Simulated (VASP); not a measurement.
# Au in VASP: notebook

Au is run at these levels: r2SCAN; tasks: single point.

Program: VASP 6.6.1. These are calculated values, not measurements. Logs are shortened: lines on timing, memory, paths and dates and some standing lists are left out, and cuts for length are marked.

### Step 1. The cell of the first run

It takes space group Pm-3m (No. 221, cubic). The conventional cell has a = 2.748 Å, b = 2.748 Å, c = 2.748 Å, α = 90.00°, β = 90.00°, γ = 90.00°. Within 3.6 Å of Au (site symmetry m-3m) lie 6 Au at 2.75 Å.

This isn't the form of Au at room conditions, which is fcc.

### Step 2. Single point, r2SCAN

File POSCAR:

```
Au
1.0
    2.7484100000      0.0000000000      0.0000000000
    0.0000000000      2.7484100000      0.0000000000
    0.0000000000      0.0000000000      2.7484100000
Au
1
Direct
    0.5000000000      0.5000000000      0.5000000000
```

File INCAR.step1:

```
ALGO = Normal
EDIFF = 1E-4
ENCUT = 520
GGA = PE
ISMEAR = 1
LASPH = T
LCHARG = F
LREAL = F
LWAVE = T
NBANDS = 12
NELM = 100
PREC = Accurate
SIGMA = 0.05
```

File INCAR.step2:

```
ALGO = Normal
EDIFF = 1E-7
ENCUT = 520
ISIF = 2
ISMEAR = 1
ISTART = 1
LASPH = T
LCHARG = F
LMIXTAU = T
LREAL = F
LWAVE = F
METAGGA = R2SCAN
NBANDS = 12
NELM = 100
PREC = Accurate
SIGMA = 0.05
```

File KPOINTS:

```
k-points
0
Gamma
  16 16 16
```

Potentials or basis: VASP PAW PBE potentials, release 64 (Au).

Started as:

```bash
cat potpaw_PBE.64/Au/POTCAR > POTCAR
cp INCAR.step1 INCAR
mpirun -np 1 vasp_std > vasp.out
cp INCAR.step2 INCAR
mpirun -np 1 vasp_std > vasp.out
```

OUTCAR:

```text
EDIFF = 1E-7
   ENCUT = 520
   ISIF = 2
   ISMEAR = 1
   ISTART = 1
   LASPH = T
   LREAL = F
   METAGGA = R2SCAN
   NELM = 100
   PREC = Accurate

 ion  position               nearest neighbor table
   1  0.500  0.500  0.500-

  LATTYP: Found a simple cubic cell.
 ALAT       =     2.7484100000

  Lattice vectors:

 A1 = (   2.7484100000,   0.0000000000,   0.0000000000)
 A2 = (   0.0000000000,   2.7484100000,   0.0000000000)
 A3 = (   0.0000000000,   0.0000000000,   2.7484100000)

Analysis of symmetry for initial positions (statically):
=====================================================================
 Subroutine PRICEL returns:
 Original cell was already a primitive cell.

 Routine SETGRP: Setting up the symmetry group for a
 simple cubic supercell.

 Subroutine GETGRP returns: Found 48 space group operations
 (whereof 48 operations were pure point group operations)
 out of a pool of 48 trial point group operations.

The static configuration has the point symmetry O_h .

Analysis of symmetry for dynamics (positions and initial velocities):
=====================================================================
 Subroutine PRICEL returns:
 Original cell was already a primitive cell.

 Routine SETGRP: Setting up the symmetry group for a
 simple cubic supercell.

 Subroutine GETGRP returns: Found 48 space group operations
 (whereof 48 operations were pure point group operations)
 out of a pool of 48 trial point group operations.

The dynamic configuration has the point symmetry O_h .

 Subroutine INISYM returns: Found 48 space group operations
 (whereof 48 operations are pure point group operations),
 and found     1 'primitive' translations

----------------------------------------------------------------------------------------

                                     Primitive cell

  volume of cell :      20.7608

  direct lattice vectors                    reciprocal lattice vectors
     2.748410000  0.000000000  0.000000000     0.363846733  0.000000000  0.000000000
     0.000000000  2.748410000  0.000000000     0.000000000  0.363846733  0.000000000
     0.000000000  0.000000000  2.748410000     0.000000000  0.000000000  0.363846733

  length of vectors
     2.748410000  2.748410000  2.748410000     0.363846733  0.363846733  0.363846733

  position of ions in fractional coordinates (direct lattice)
[... 76 lines left out ...]
   NELM   =    100;   NELMIN=  2; NELMDL=  0     # of ELM steps
   EDIFF  = 0.1E-06   stopping-criterion for ELM
   LREAL  =      F    real-space projection
   EDIFFG = 0.1E-05   stopping-criterion for IOM
   NSW    =      0    number of steps for IOM
   IBRION =     -1    ionic relax: 0-MD 1-quasi-New 2-CG
   NFREE  =      0    steps in history (QN), initial steepest desc. (CG)
   ISIF   =      2    stress and relaxation
   ISYM   =      2    0-nonsym 1-usesym 2-fastsym
   POTIM  = 0.5000    time-step for ionic-motion
   TEBEG  =    0.0;   TEEND  =   0.0 temperature during run
   PSTRESS=    0.0 pullay stress
   NELECT =      11.0000    total number of electrons
   NUPDOWN=      -1.0000    fix difference up-down
   EMIN   =  10.00;   EMAX   =-10.00  energy-range for DOS
   EFERMI =   0.00;   METHOD = LEGACY
   ISMEAR =     1;   SIGMA  =   0.05  broadening in eV -4-tet -1-fermi 0-gaus
   EFERMI_NEDOS =   21; number of points for ismear=-14 and -15
   IALGO  =     38    algorithm
   IMIX   =      4    mixing-type and parameters
     AMIX     =   0.40;   BMIX     =  1.00
     AMIX_MAG =   1.60;   BMIX_MAG =  1.00
  volume/ion in A,a.u.               =      20.76       140.10
  Fermi-wavevector in a.u.,A,eV,Ry     =   1.324720  2.503358 23.876646  1.754884
  Thomas-Fermi vector in A             =   2.454234
   LORBIT       =      0    0 simple, 1 ext, 2 COOP (PROOUT), +10 PAW based schemes
   METAGGA = R2SCAN    functional components
   LHFCALC =     F    Hartree Fock is set to
   AEXX    =    0.0000 exact exchange contribution
   IVDW    =     0    specifies the selected vdW correction
   LEPSILON=     F    determine dielectric tensor
   LRPA    =     F    only Hartree local field effects (RPA)
 non-spin polarized calculation
 Methfessel and Paxton  Order N= 1 SIGMA  =   0.05
  energy-cutoff  :      520.00
  volume of cell :       20.76
 maximum number of plane-waves:       587
   NGX = 11   NGY = 11   NGZ = 11

 number of electron      10.9999996 magnetization

 Free energy of the ion-electron system (eV)
  ---------------------------------------------------
  ext. energy  EPLUGINS =         0.00000000
  ---------------------------------------------------
  free energy    TOTEN  =       -50.40862301 eV

  energy without entropy =      -50.40865030  energy(sigma->0) =      -50.40863210

 E-fermi :   6.1409     XC(G=0): -12.1671

 val. band max:        6.0906202140   @ k =   0.5000   0.0625   0.0000
 cond. band min:       6.1688085947   @ k =   0.4375   0.1875   0.0000
 fundamental gap:      0.0781883807
 Fermi energy:         6.1409319992

 k-point     1 :       0.0000    0.0000    0.0000
  band No.  band energies     occupation
      1      -1.8091      2.00000
      2       0.2287      2.00000
      3       0.2287      2.00000
      4       4.4766      2.00000
      5       4.4766      2.00000
      6       4.4766      2.00000
      7      20.5307      0.00000
      8      20.5307      0.00000
      9      20.5307      0.00000
     10      25.4953      0.00000
     11      28.0708      0.00000
     12      28.0708      0.00000
[... 331 lines left out ...]
 k-point    24 :       0.5000    0.1250    0.0000
  band No.  band energies     occupation
      1       0.4727      2.00000
      2       1.0194      2.00000
      3       2.3520      2.00000
      4       3.0552      2.00000
      5       4.3960      2.00000
      6       6.6660     -0.00000
      7       8.2587      0.00000
      8      22.9533      0.00000
      9      23.3583      0.00000
     10      24.8362      0.00000
     11      26.6810      0.00000
     12      31.2407      0.00000

 [... further k-points ...]
[... 5 lines left out ...]
  --------------------------------------------------------------------------------------
  -------------------------------------------------------------------------------------
  Total       -0.4311136     -0.4311136     -0.4311136      0.0000000      0.0000000      0.0000000
  in kB      -33.2703781    -33.2703781    -33.2703781      0.0000000      0.0000000      0.0000000
  external PRESSURE =     -33.2703781 kB  Pullay stress =       0.0000000 kB

 VOLUME and BASIS-vectors are now :
 -----------------------------------------------------------------------------
  energy-cutoff  :      520.00
  volume of cell :       20.76
      direct lattice vectors                 reciprocal lattice vectors
     2.748410000  0.000000000  0.000000000     0.363846733  0.000000000  0.000000000
     0.000000000  2.748410000  0.000000000     0.000000000  0.363846733  0.000000000
     0.000000000  0.000000000  2.748410000     0.000000000  0.000000000  0.363846733

 POSITION                                       TOTAL-FORCE (eV/Angst)
 -----------------------------------------------------------------------------------
      1.37420      1.37420      1.37420         0.000000      0.000000      0.000000
 -----------------------------------------------------------------------------------
    total drift:                               -0.000000      0.000000     -0.000000

  FREE ENERGIE OF THE ION-ELECTRON SYSTEM (eV)
  ---------------------------------------------------
  free  energy   TOTEN  =       -50.4086230065 eV

  energy  without entropy=      -50.4086502961  energy(sigma->0) =      -50.40863210
```

Wall time 56 s (1 thread of AMD EPYC 9R45 (Zen 5), shared host); peak memory 0.13 GiB.

Results:

```yaml
Free_energy: -50.4086 eV
Pressure: -3.3 GPa
Band_gap_on_the_k_mesh: zero (an odd number of electrons rules out a gap without spin polarisation)
```

Caveat: the cell stands under tension; the PAW data sets were made with another functional, which shifts forces and pressure a little; spin-orbit coupling is left out, which moves the levels of the heavy elements.

### Step 3. Single point, r2SCAN

This run uses another cell than the first one, of the same volume but with other edges.

File POSCAR:

```
Au
1.0
    2.8073190000     -0.0433470000     -0.0008520000
   -0.0433470000      2.6634960000     -0.0240980000
   -0.0008520000     -0.0240980000      2.7774360000
Au
1
Direct
    0.4894220000      0.4834150000      0.4898520000
```

File INCAR.step1:

```
  ALGO = Normal
  EDIFF = 1E-4
  ENCUT = 520
  GGA = PE
  ISMEAR = 1
  LASPH = True
  LCHARG = False
  LREAL = False
  LWAVE = True
  NBANDS = 12
  NELM = 80
  PREC = Accurate
  SIGMA = 0.1
```

File INCAR.step2:

```
  ALGO = Normal
  EDIFF = 1E-6
  ENCUT = 520
  ISIF = 2
  ISMEAR = 1
  ISTART = 1
  LASPH = True
  LCHARG = True
  LELF = True
  LMIXTAU = True
  LREAL = False
  LVHAR = True
  LWAVE = False
  METAGGA = R2SCAN
  NBANDS = 12
  NELM = 80
  PREC = Accurate
  SIGMA = 0.1
```

File KPOINTS:

```
k-points
0
Gamma
  7 7 7
```

Potentials or basis: VASP PAW PBE potentials, release 64 (Au).

Started as:

```bash
cat potpaw_PBE.64/Au/POTCAR > POTCAR
cp INCAR.step1 INCAR
mpirun -np 1 vasp_std > vasp.out
cp INCAR.step2 INCAR
mpirun -np 1 vasp_std > vasp.out
```

Wall time 65 s (1 thread of AMD EPYC 9R45 (Zen 5), shared host); peak memory 0.14 GiB.

It converged, with:

```
Free energy            : -50.3558 eV
Pressure               : -2.7 GPa
Band gap on the k mesh : zero (an odd number of electrons rules out a gap without spin polarisation)
```

Stress tensor (GPa, compression positive):
```
-7.33  0.05  0.03
 0.05  4.32  0.00
 0.03  0.00 -5.14
```

Levels at points of the mesh, in eV from the Fermi level:
| k point | band 2 | band 3 | band 4 | band 5 | band 6 | band 7 | band 8 | band 9 |
| --- | --- | --- | --- | --- | --- | --- | --- | --- |
| (0.00, 0.00, 0.00) | -6.24 | -5.91 | -1.96 | -1.77 | -1.72 | 13.40 | 13.82 | 15.58 |

Caveat: the stress differs along the axes, from -7 to 4 GPa; the PAW data sets were made with another functional, which shifts forces and pressure a little; spin-orbit coupling is left out, which moves the levels of the heavy elements.

The gap in the log of VASP goes by the Fermi energy; the results here count the filled bands.